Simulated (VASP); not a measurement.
Write the native input for VASP 6.6.1 that does the following.

```yaml
Task: single point
Functional: r2SCAN
Potentials_or_basis: VASP PAW PBE potentials, release 64 (Ti_sv)
Cutoff: 520 eV
k_mesh: 18 × 18 × 10
Occupations: methfessel-paxton, width 0.05 eV
Spin: no spin polarisation
Dipole_correction: no
Further_INCAR_settings: ALGO = Normal; EDIFF = 1e-07; NBANDS = 19
```

Crystal: Ti.

```
CELL_PARAMETERS angstrom
3.00360 0.00000 0.00000
-1.50180 2.60119 0.00000
0.00000 0.00000 4.82400
ATOMIC_POSITIONS crystal
Ti 0.33333 0.66667 0.25000
Ti 0.66667 0.33333 0.75000
```

The input as run:

POSCAR

```
Ti
1.0
    3.0036000000      0.0000000000      0.0000000000
   -1.5018000000      2.6011939028      0.0000000000
    0.0000000000      0.0000000000      4.8240000000
Ti
2
Direct
    0.3333333333      0.6666666667      0.2500000000
    0.6666666667      0.3333333333      0.7500000000
```

INCAR.step1

```
ALGO     = Normal         # electronic algorithm
EDIFF    = 1E-4           # SCF threshold, eV
ENCUT    = 520            # plane-wave cutoff, eV
GGA      = PE             # functional
ISMEAR   = 1              # smearing method
LASPH    = T              # aspherical terms in the spheres
LCHARG   = F              # write CHGCAR
LREAL    = F              # projectors in reciprocal space
LWAVE    = T              # write WAVECAR
NBANDS   = 19             # bands
NELM     = 100            # most SCF steps
PREC     = Accurate       # precision mode
SIGMA    = 0.05           # smearing width, eV
```

INCAR.step2

```
ALGO     = Normal         # electronic algorithm
EDIFF    = 1E-7           # SCF threshold, eV
ENCUT    = 520            # plane-wave cutoff, eV
ISIF     = 2              # what is computed and relaxed
ISMEAR   = 1              # smearing method
ISTART   = 1            
LASPH    = T              # aspherical terms in the spheres
LCHARG   = T              # write CHGCAR
LELF     = T              # ELF
LMIXTAU  = T            
LREAL    = F              # projectors in reciprocal space
LVHAR    = T            
LWAVE    = F              # write WAVECAR
METAGGA  = R2SCAN         # meta-GGA
NBANDS   = 19             # bands
NELM     = 100            # most SCF steps
PREC     = Accurate       # precision mode
SIGMA    = 0.05           # smearing width, eV
```

KPOINTS

```
k-points
0
Gamma
  18 18 10
```

Potentials or basis: VASP PAW PBE potentials, release 64 (Ti_sv).

Command:

```bash
$ cat potpaw_PBE.64/Ti_sv/POTCAR > POTCAR
$ cp INCAR.step1 INCAR
$ mpirun -np 1 vasp_std > vasp.out
$ cp INCAR.step2 INCAR
$ mpirun -np 1 vasp_std > vasp.out
```

Results of the run:

| Item | Value |
| --- | --- |
| Pressure | -8.3 GPa |
| Band gap on the k mesh | zero (bands 12 and 13 overlap by 1.19 eV) |

Caveat: the cell stands under tension; the PAW data sets were made with another functional, which shifts forces and pressure a little.

It took 8.3 min on 1 thread of Intel(R) Xeon(R) Platinum 8259CL CPU @ 2.50GHz (Skylake/Cascade Lake), with other jobs on the host, peak memory 0.26 GiB.
